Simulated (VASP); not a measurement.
Ti:

```xyz
4
Lattice="4.1300 0.0000 0.0000 0.0000 4.1300 0.0000 0.0000 0.0000 4.1300" Properties=species:S:1:pos:R:3 pbc="T T T"
Ti    0.0000    0.0000    0.0000
Ti    0.0000    2.0650    2.0650
Ti    2.0650    0.0000    2.0650
Ti    2.0650    2.0650    0.0000
```

This isn't the form of Ti at room conditions, which is hcp.

| Quantity | Value |
| --- | --- |
| Program | VASP 6.6.1 |
| Task | relaxation of volume and atoms at fixed shape |
| Functional | PBEsol |
| Potentials or basis | VASP PAW PBE potentials, release 64 (Ti_sv) |
| Cutoff | 500 eV |
| k mesh | 6 × 6 × 6 |
| Occupations | methfessel-paxton, width 0.1 eV |
| Spin | no spin polarisation |

At the start: pressure -6.0 GPa; volume 17.61 Å³/atom.

**Question.** How do energy, volume and symmetry change on relaxing?

**Answer.** Over 3 steps the energy falls by 19.0 meV/atom and the volume is 16.63 Å³/atom (-5.6 %); space group Fm-3m (No. 225, to 0.1 Å) before and after.

The path:
| step | energy change (eV) | largest force (eV/Å) | pressure (GPa) | volume (Å³) |
| --- | --- | --- | --- | --- |
| 1 | 0.0000 | 0.0000 | -5.97 | 70.44 |
| 2 | -0.0411 | 0.0000 | 4.54 | 63.97 |
| 3 | -0.0761 | 0.0000 | -0.02 | 66.51 |

Final structure:
```
Ti
1.0
     4.05155    0.00000    0.00000
     0.00000    4.05155    0.00000
     0.00000    0.00000    4.05155
Ti
4
Direct
  0.00000 0.00000 0.00000
  0.00000 0.50000 0.50000
  0.50000 0.00000 0.50000
  0.50000 0.50000 0.00000
```

Caveat: the highest band is partly filled, so the run has too few bands; the PAW data sets were made with another functional, which shifts forces and pressure a little.
